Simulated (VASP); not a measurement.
# TiCo (Pm-3m) in VASP: notebook

Runs on TiCo. Level: PBE. Tasks: single point.

Everything below comes from runs of VASP 6.6.1. Logs are shortened: lines on timing, memory, paths and dates and some standing lists are left out, and cuts for length are marked.

## (1) The cell of the first run

Symmetry: Pm-3m, No. 221, cubic system. The conventional cell has a = 2.809 Å, b = 2.809 Å, c = 2.809 Å, α = 90.00°, β = 90.00°, γ = 90.00°. Within 3.2 Å of Ti (site symmetry m-3m) lie 8 Co at 2.43 Å and 6 Ti at 2.81 Å. Within 3.2 Å of Co (site symmetry m-3m) lie 8 Ti at 2.43 Å and 6 Co at 2.81 Å.

The cell was generated, and may not be a known phase.

## (2) Single point, PBE, collinear spin, ferromagnetic start

File INCAR:

```
PREC     = Accurate       # precision mode
ENCUT    = 520            # plane-wave cutoff, eV
EDIFF    = 1E-7           # SCF threshold, eV
ISMEAR   = 0              # smearing method
SIGMA    = 0.1            # smearing width, eV
LREAL    = F              # projectors in reciprocal space
LASPH    = T              # aspherical terms in the spheres
NELM     = 150            # most SCF steps
ALGO     = Fast           # electronic algorithm
ISIF     = 2              # what is computed and relaxed
LWAVE    = F              # write WAVECAR
LCHARG   = F              # write CHGCAR
ISPIN    = 2              # spin polarisation
MAGMOM   = 0 3            # initial moments
LORBIT   = 11             # projections on sites
LMAXMIX  = 4              # l up to which the mixer works
GGA      = PE             # functional
NBANDS   = 22             # bands
```

File KPOINTS:

```
regular mesh
0
Gamma
  6 6 6
```

File POSCAR:

```
TiCo
1.0
    2.8092125200      0.0000000000      0.0000000000
    0.0000000000      2.8092125200      0.0000000000
    0.0000000000      0.0000000000      2.8092125200
Ti Co
1 1
Direct
    0.0000000000      0.0000000000      0.0000000000
    0.5000000000      0.5000000000      0.5000000000
```

Potentials or basis: VASP PAW PBE potentials, release 64 (Ti_sv, Co).

Started as:

```
$ cat potpaw_PBE.64/Ti_sv/POTCAR potpaw_PBE.64/Co/POTCAR > POTCAR
$ mpirun -np 1 vasp_std > vasp.out
```

OUTCAR:

```text
PREC = Accurate
   ENCUT = 520
   EDIFF = 1E-7
   ISMEAR = 0
   LREAL = F
   LASPH = T
   NELM = 150
   ISIF = 2
   ISPIN = 2
   LORBIT = 11
   GGA = PE

 ion  position               nearest neighbor table
   1  0.000  0.000  0.000-   2 2.43   2 2.43   2 2.43   2 2.43   2 2.43   2 2.43   2 2.43   2 2.43

   2  0.500  0.500  0.500-   1 2.43   1 2.43   1 2.43   1 2.43   1 2.43   1 2.43   1 2.43   1 2.43

  LATTYP: Found a simple cubic cell.
 ALAT       =     2.8092125200

  Lattice vectors:

 A1 = (   2.8092125200,   0.0000000000,   0.0000000000)
 A2 = (   0.0000000000,   2.8092125200,   0.0000000000)
 A3 = (   0.0000000000,   0.0000000000,   2.8092125200)

Analysis of symmetry for initial positions (statically):
=====================================================================
 Subroutine PRICEL returns:
 Original cell was already a primitive cell.

 Routine SETGRP: Setting up the symmetry group for a
 simple cubic supercell.

 Subroutine GETGRP returns: Found 48 space group operations
 (whereof 48 operations were pure point group operations)
 out of a pool of 48 trial point group operations.

The static configuration has the point symmetry O_h .

Analysis of symmetry for dynamics (positions and initial velocities):
=====================================================================
 Subroutine PRICEL returns:
 Original cell was already a primitive cell.

 Routine SETGRP: Setting up the symmetry group for a
 simple cubic supercell.

 Subroutine GETGRP returns: Found 48 space group operations
 (whereof 48 operations were pure point group operations)
 out of a pool of 48 trial point group operations.

The dynamic configuration has the point symmetry O_h .

Analysis of structural, dynamic, and magnetic symmetry:
=====================================================================
 Subroutine PRICEL returns:
 Original cell was already a primitive cell.

 Routine SETGRP: Setting up the symmetry group for a
 simple cubic supercell.

 Subroutine GETGRP returns: Found 48 space group operations
 (whereof 48 operations were pure point group operations)
 out of a pool of 48 trial point group operations.

The overall configuration has the point symmetry O_h .

 Subroutine INISYM returns: Found 48 space group operations
 (whereof 48 operations are pure point group operations),
 and found     1 'primitive' translations

----------------------------------------------------------------------------------------

                                     Primitive cell

  volume of cell :      22.1694

  direct lattice vectors                    reciprocal lattice vectors
     2.809212520  0.000000000  0.000000000     0.355971644  0.000000000  0.000000000
     0.000000000  2.809212520  0.000000000     0.000000000  0.355971644  0.000000000
     0.000000000  0.000000000  2.809212520     0.000000000  0.000000000  0.355971644

  length of vectors
     2.809212520  2.809212520  2.809212520     0.355971644  0.355971644  0.355971644

  position of ions in fractional coordinates (direct lattice)
     0.000000000  0.000000000  0.000000000
     0.500000000  0.500000000  0.500000000

  ion indices of the primitive-cell ions
   primitive index   ion index
                 1           1
                 2           2

----------------------------------------------------------------------------------------

 KPOINTS: regular mesh

Automatic generation of k-mesh.
 Grid dimensions read from file:
 generate k-points for:    6    6    6

 Generating k-lattice:

  Cartesian coordinates                     Fractional coordinates (reciprocal lattice)
     0.059328607  0.000000000  0.000000000     0.166666667  0.000000000  0.000000000
     0.000000000  0.059328607  0.000000000     0.000000000  0.166666667  0.000000000
     0.000000000  0.000000000  0.059328607     0.000000000  0.000000000  0.166666667

  Length of vectors
     0.059328607  0.059328607  0.059328607

  Shift w.r.t. Gamma in fractional coordinates (k-lattice)
     0.000000000  0.000000000  0.000000000

 Subroutine IBZKPT returns following result:
 ===========================================

 Found     20 irreducible k-points:

 Following reciprocal coordinates:
            Coordinates               Weight
  0.000000  0.000000  0.000000      1.000000
  0.166667  0.000000  0.000000      6.000000
  0.333333  0.000000  0.000000      6.000000
  0.500000  0.000000  0.000000      3.000000
  0.166667  0.166667  0.000000     12.000000
  0.333333  0.166667  0.000000     24.000000
[... 12 lines left out ...]
  0.500000  0.500000  0.333333      6.000000
  0.500000  0.500000  0.500000      1.000000
   k-points           NKPTS =     20   k-points in BZ     NKDIM =     20   number of bands    NBANDS=     22
   number of dos      NEDOS =    301   number of ions     NIONS =      2
   total plane-waves  NPLWV =  13824
   dimension x,y,z NGX =    24 NGY =   24 NGZ =   24
   dimension x,y,z NGXF=    48 NGYF=   48 NGZF=   48
   ions per type =               1   1
   NGX,Y,Z   is equivalent  to a cutoff of  14.20, 14.20, 14.20 a.u.
   NGXF,Y,Z  is equivalent  to a cutoff of  28.41, 28.41, 28.41 a.u.
 SYSTEM =  unknown system
   PREC   = accura    normal or accurate (medium, high low for compatibility)
   ISTART =      0    job   : 0-new  1-cont  2-samecut
   ICHARG =      2    charge: 1-file 2-atom 10-const
   ISPIN  =      2    spin polarized calculation?
   LNONCOLLINEAR =      F non collinear calculations
   LSORBIT =      F    spin-orbit coupling
   LASPH  =      T    aspherical Exc in radial PAW
   ENCUT  =  520.0 eV  38.22 Ry    6.18 a.u.   5.22  5.22  5.22*2*pi/ulx,y,z
   NELM   =    150;   NELMIN=  2; NELMDL= -5     # of ELM steps
   EDIFF  = 0.1E-06   stopping-criterion for ELM
   LREAL  =      F    real-space projection
   EDIFFG = 0.1E-05   stopping-criterion for IOM
   NSW    =      0    number of steps for IOM
   IBRION =     -1    ionic relax: 0-MD 1-quasi-New 2-CG
   NFREE  =      0    steps in history (QN), initial steepest desc. (CG)
   ISIF   =      2    stress and relaxation
   ISYM   =      2    0-nonsym 1-usesym 2-fastsym
   POTIM  = 0.5000    time-step for ionic-motion
   TEBEG  =    0.0;   TEEND  =   0.0 temperature during run
   PSTRESS=    0.0 pullay stress
   NELECT =      21.0000    total number of electrons
   NUPDOWN=      -1.0000    fix difference up-down
   EMIN   =  10.00;   EMAX   =-10.00  energy-range for DOS
   EFERMI =   0.00;   METHOD = LEGACY
   ISMEAR =     0;   SIGMA  =   0.10  broadening in eV -4-tet -1-fermi 0-gaus
   EFERMI_NEDOS =   21; number of points for ismear=-14 and -15
   IALGO  =     68    algorithm
   IMIX   =      4    mixing-type and parameters
     AMIX     =   0.40;   BMIX     =  1.00
     AMIX_MAG =   1.60;   BMIX_MAG =  1.00
  volume/ion in A,a.u.               =      11.08        74.80
  Fermi-wavevector in a.u.,A,eV,Ry     =   1.607793  3.038287 35.171016  2.584997
  Thomas-Fermi vector in A             =   2.703765
   LORBIT       =     11    0 simple, 1 ext, 2 COOP (PROOUT), +10 PAW based schemes
   GGA     = PE    functional components
   LHFCALC =     F    Hartree Fock is set to
   AEXX    =    0.0000 exact exchange contribution
   IVDW    =     0    specifies the selected vdW correction
   LEPSILON=     F    determine dielectric tensor
   LRPA    =     F    only Hartree local field effects (RPA)
 spin polarized calculation
 RMM-DIIS sequential band-by-band and
 Gauss-broadening in eV      SIGMA  =   0.10
  energy-cutoff  :      520.00
  volume of cell :       22.17
 maximum number of plane-waves:       624
 NGX is ok and might be reduce to    24
   NGX = 11   NGY = 11   NGZ = 11

 number of electron      20.9999994 magnetization       0.2033840

 Free energy of the ion-electron system (eV)
  ---------------------------------------------------
  ext. energy  EPLUGINS =         0.00000000
  ---------------------------------------------------
  free energy    TOTEN  =       -15.20283523 eV

  energy without entropy =      -15.19590769  energy(sigma->0) =      -15.19937146

 E-fermi :  12.4232     XC(G=0): -13.5870

 val. band max:       12.3483044000   @ k =   0.5000   0.3333   0.1667
 cond. band min:      12.4643266287   @ k =   0.5000   0.5000   0.1667
 fundamental gap:      0.1160222288
 Fermi energy:        12.4232469918

 spin component 1

 k-point     1 :       0.0000    0.0000    0.0000
  band No.  band energies     occupation
      1     -44.4752      1.00000
      2     -20.4840      1.00000
      3     -20.4840      1.00000
      4     -20.4840      1.00000
      5       4.0985      1.00000
      6       7.5606      1.00000
[... 14 lines left out ...]
     21      34.8966      0.00000
     22      34.8967      0.00000
[... 451 lines left out ...]
 k-point    20 :       0.5000    0.5000    0.5000
  band No.  band energies     occupation
      1     -44.2841      1.00000
      2     -20.8970      1.00000
      3     -20.8970      1.00000
      4     -20.8970      1.00000
      5       9.5113      1.00000
      6       9.5113      1.00000
[... 14 lines left out ...]
     21      24.0477      0.00000
     22      29.3898      0.00000
 Fermi energy:        12.4232469918

 spin component 2

 k-point     1 :       0.0000    0.0000    0.0000
  band No.  band energies     occupation
      1     -44.4872      1.00000
      2     -20.4960      1.00000
      3     -20.4960      1.00000
      4     -20.4960      1.00000
      5       4.0956      1.00000
      6       7.7050      1.00000
[... 14 lines left out ...]
     21      34.8663      0.00000
     22      34.8665      0.00000
[... 452 lines left out ...]
  band No.  band energies     occupation
      1     -44.2957      1.00000
      2     -20.9103      1.00000
      3     -20.9103      1.00000
      4     -20.9103      1.00000
      5       9.6293      1.00000
      6       9.6293      1.00000
[... 14 lines left out ...]
     21      24.0650      0.00000
     22      29.3701      0.00000

------------------------ aborting loop because EDIFF is reached ----------------------------------------

  FORCE on cell =-STRESS in cart. coord.  units (eV):
  Direction    XX          YY          ZZ          XY          YZ          ZX
  --------------------------------------------------------------------------------------
  -------------------------------------------------------------------------------------
  Total        5.9088387      5.9088387      5.9088387      0.0000000      0.0000000      0.0000000
  in kB      427.0305360    427.0305360    427.0305360      0.0000000      0.0000000      0.0000000
  external PRESSURE =     427.0305360 kB  Pullay stress =       0.0000000 kB

 VOLUME and BASIS-vectors are now :
 -----------------------------------------------------------------------------
  energy-cutoff  :      520.00
  volume of cell :       22.17
      direct lattice vectors                 reciprocal lattice vectors
     2.809212520  0.000000000  0.000000000     0.355971644  0.000000000  0.000000000
     0.000000000  2.809212520  0.000000000     0.000000000  0.355971644  0.000000000
     0.000000000  0.000000000  2.809212520     0.000000000  0.000000000  0.355971644

 POSITION                                       TOTAL-FORCE (eV/Angst)
 -----------------------------------------------------------------------------------
      0.00000      0.00000      0.00000         0.000000      0.000000      0.000000
      1.40461      1.40461      1.40461         0.000000      0.000000      0.000000
 -----------------------------------------------------------------------------------
    total drift:                                0.000000      0.000000     -0.000000

  FREE ENERGIE OF THE ION-ELECTRON SYSTEM (eV)
  ---------------------------------------------------
  free  energy   TOTEN  =       -15.2028352320 eV

  energy  without entropy=      -15.1959076909  energy(sigma->0) =      -15.19937146

 total charge

# of ion       s       p       d       tot
------------------------------------------
    1        2.296   6.257   2.037  10.590
    2        0.603   0.581   7.467   8.652
--------------------------------------------------
tot          2.900   6.838   9.504  19.242

 magnetization (x)

# of ion       s       p       d       tot
------------------------------------------
    1       -0.002  -0.004  -0.013  -0.019
    2        0.013  -0.005   0.224   0.233
--------------------------------------------------
tot          0.012  -0.009   0.211   0.214
```

Run time: 65 s. Hardware: 1 thread of AMD EPYC 7R13, shared host; peak memory 0.13 GiB.

What came out:

```yaml
Free_energy: -15.2028 eV
Pressure: 42.7 GPa
Net_moment: 0.20 μB per cell
Site_moments: Ti -0.02; Co +0.23 μB
Valence_electrons_inside_the_program's_atomic_spheres: Ti 10.59; Co 8.65
```

Levels at points of the mesh, in eV from the Fermi level:
Spin up:
| k point | band 6 | band 7 | band 8 | band 9 | band 10 | band 11 | band 12 | band 13 | band 14 | band 15 |
| --- | --- | --- | --- | --- | --- | --- | --- | --- | --- | --- |
| (0.00, 0.00, 0.00) | -4.86 | -4.86 | -1.87 | -1.87 | -1.87 | 0.90 | 0.90 | 3.42 | 3.42 | 3.42 |
| (0.50, 0.00, 0.00) | -4.11 | -3.17 | -1.94 | -1.94 | -1.35 | -1.11 | 0.25 | 0.74 | 0.74 | 2.74 |
| (0.50, 0.50, 0.00) | -4.56 | -3.08 | -3.08 | -0.87 | -0.21 | 1.11 | 1.11 | 1.51 | 3.23 | 3.23 |
| (0.50, 0.50, 0.50) | -2.91 | -2.91 | -2.61 | -2.61 | -2.61 | -0.83 | -0.83 | 3.97 | 3.97 | 8.79 |
Spin down:
| k point | band 6 | band 7 | band 8 | band 9 | band 10 | band 11 | band 12 | band 13 | band 14 | band 15 |
| --- | --- | --- | --- | --- | --- | --- | --- | --- | --- | --- |
| (0.00, 0.00, 0.00) | -4.72 | -4.72 | -1.74 | -1.74 | -1.74 | 1.04 | 1.04 | 3.44 | 3.44 | 3.44 |
| (0.50, 0.00, 0.00) | -4.13 | -2.88 | -1.80 | -1.80 | -1.19 | -1.16 | 0.54 | 0.74 | 0.74 | 2.74 |
| (0.50, 0.50, 0.00) | -4.50 | -2.98 | -2.98 | -0.49 | 0.05 | 1.10 | 1.10 | 1.54 | 3.28 | 3.28 |
| (0.50, 0.50, 0.50) | -2.79 | -2.79 | -2.61 | -2.61 | -2.61 | -0.45 | -0.45 | 3.93 | 3.93 | 8.87 |

Caveat: the k points lie up to 0.37 Å⁻¹ apart.

## (3) Single point, PBE, collinear spin, ferromagnetic start

This run uses another cell than the first one, of 13.16 Å³/atom.

File INCAR:

```
PREC = Accurate
ENCUT = 520
EDIFF = 1E-6
ISMEAR = 0
SIGMA = 0.1
LREAL = False
LASPH = True
NELM = 150
ALGO = Normal
ISIF = 2
LWAVE = False
LCHARG = True
ISPIN = 2
MAGMOM = 0 3
LORBIT = 11
LMAXMIX = 4
GGA = PE
LELF = True
LVHAR = True
NBANDS = 22
```

KPOINTS is that of step 2.

File POSCAR:

```
TiCo
1.0
    2.9744454290      0.0000000000      0.0000000000
    0.0000000000      2.9744454290      0.0000000000
    0.0000000000      0.0000000000      2.9744454290
Ti Co
1 1
Direct
    0.0000000000      0.0000000000      0.0000000000
    0.5000000000      0.5000000000      0.5000000000
```

Potentials or basis: VASP PAW PBE potentials, release 64 (Ti_sv, Co).

Started as:

```
$ cat potpaw_PBE.64/Ti_sv/POTCAR potpaw_PBE.64/Co/POTCAR > POTCAR
$ mpirun -np 1 vasp_std > vasp.out
```

Run time: 42 s. Hardware: 1 thread of AMD EPYC 7R13, shared host; peak memory 0.13 GiB.

It converged, with:

- Free energy: -15.6728 eV
- Pressure: -0.3 GPa
- Net moment: 0.36 μB per cell
- Site moments: Ti -0.09; Co +0.49 μB
- Valence electrons inside the program's atomic spheres: Ti 10.29; Co 8.32

Levels at points of the mesh, in eV from the Fermi level:
Spin up:
```
           k point  band 8  band 9  band 10  band 11  band 12  band 13  band 14  band 15
(0.00, 0.00, 0.00)   -1.67   -1.67    -1.67     0.63     0.63     2.71     2.71     2.71
(0.50, 0.00, 0.00)   -1.76   -1.76    -1.28    -0.75    -0.23     0.65     0.65     2.23
(0.50, 0.50, 0.00)   -2.58   -1.04    -0.46     0.67     0.67     1.18     2.53     2.53
(0.50, 0.50, 0.50)   -2.11   -2.11    -2.11    -1.02    -1.02     3.20     3.20     7.13
```
Spin down:
```csv
k point,band 6,band 7,band 8,band 9,band 10,band 11,band 12,band 13,band 14,band 15
"(0.00, 0.00, 0.00)",-3.69,-3.69,-1.38,-1.38,-1.38,0.88,0.88,2.72,2.72,2.72
"(0.50, 0.00, 0.00)",-3.85,-2.11,-1.45,-1.45,-0.94,-0.89,0.38,0.60,0.60,2.18
"(0.50, 0.50, 0.00)",-3.77,-2.37,-2.37,-0.27,0.08,0.62,0.62,1.21,2.59,2.59
"(0.50, 0.50, 0.50)",-2.37,-2.37,-2.16,-2.16,-2.16,-0.24,-0.24,3.09,3.09,7.27
```

## (4) Single point, PBE, collinear spin, ferromagnetic start (11.70 Å³/atom)

This run uses another cell than the first one, of 11.70 Å³/atom.

File INCAR:

```
PREC = Accurate
ENCUT = 520
EDIFF = 1E-7
ISMEAR = 0
SIGMA = 0.1
LREAL = F
LASPH = T
NELM = 150
ALGO = Normal
ISIF = 2
LWAVE = F
LCHARG = T
ISPIN = 2
MAGMOM = 0 1.07
LORBIT = 11
LMAXMIX = 4
GGA = PE
LELF = T
LVHAR = T
NBANDS = 22
```

File KPOINTS:

```
regular mesh
0
Gamma
  18 18 18
```

File POSCAR:

```
TiCo
1.0
    2.8605710108      0.0000000000      0.0000000000
    0.0000000000      2.8605710108      0.0000000000
    0.0000000000      0.0000000000      2.8605710108
Ti Co
1 1
Direct
    0.0000000000      0.0000000000      0.0000000000
    0.5000000000      0.5000000000      0.5000000000
```

Started as:

```
$ cat potpaw_PBE.64/Ti_sv/POTCAR potpaw_PBE.64/Co/POTCAR > POTCAR
$ mpirun -np 1 vasp_std > vasp.out
```

Run time: 9.2 min. Hardware: 1 thread of AMD EPYC 7R13, shared host; peak memory 0.26 GiB.

It converged, with:

* Free energy: -15.4499 eV
* Pressure: 26.0 GPa
* Net moment: 0.55 μB per cell
* Site moments: Ti +0.02; Co +0.54 μB
* Valence electrons inside the program's atomic spheres: Ti 10.49; Co 8.53

Levels at points of the mesh, in eV from the Fermi level:
Spin up:
```tsv
k point	band 7	band 8	band 9	band 10	band 11	band 12	band 13	band 14	band 15	band 16
(0.00, 0.00, 0.00)	-4.74	-1.96	-1.96	-1.96	0.67	0.67	3.11	3.11	3.11	9.92
(0.50, 0.00, 0.00)	-3.27	-2.05	-2.05	-1.50	-1.04	-0.16	0.65	0.65	2.52	4.53
(0.50, 0.50, 0.00)	-3.05	-3.05	-1.21	-0.52	0.85	0.85	1.30	2.91	2.91	3.57
(0.50, 0.50, 0.50)	-2.97	-2.53	-2.53	-2.53	-1.18	-1.18	3.66	3.66	8.09	9.43
```
Spin down:
| k point | band 7 | band 8 | band 9 | band 10 | band 11 | band 12 | band 13 | band 14 |
| --- | --- | --- | --- | --- | --- | --- | --- | --- |
| (0.00, 0.00, 0.00) | -4.36 | -1.65 | -1.65 | -1.65 | 1.02 | 1.02 | 3.21 | 3.21 |
| (0.50, 0.00, 0.00) | -2.57 | -1.72 | -1.72 | -1.14 | -1.07 | 0.52 | 0.70 | 0.70 |
| (0.50, 0.50, 0.00) | -2.80 | -2.80 | -0.34 | 0.12 | 0.86 | 0.86 | 1.42 | 3.05 |
| (0.50, 0.50, 0.50) | -2.70 | -2.49 | -2.49 | -2.49 | -0.30 | -0.30 | 3.66 | 3.66 |

Caveat: the cell stands under pressure.

## (5) Summary

```tsv
cell	k mesh	gap on the mesh (eV)	pressure (GPa)	moment (μB)
a = 2.809 Å, 2 atoms	6 × 6 × 6	none	42.7	0.20
a = 2.974 Å, 2 atoms	6 × 6 × 6	none	-0.3	0.36
a = 2.861 Å, 2 atoms	18 × 18 × 18	none	26.0	0.55
```

Alike in all rows: task single point; level PBE; potentials or basis VASP PAW PBE potentials, release 64 (Ti_sv, Co); spin collinear, ferromagnetic start; cutoff (eV) 520; smearing gaussian 0.1 eV.

Caveats: some runs use coarse meshes; the cell stands under pressure (at least some runs).

Total energies depend on the potentials used, so only differences within one code and one set of settings carry meaning.

The gap in the log of VASP goes by the Fermi energy; the results here count the filled bands.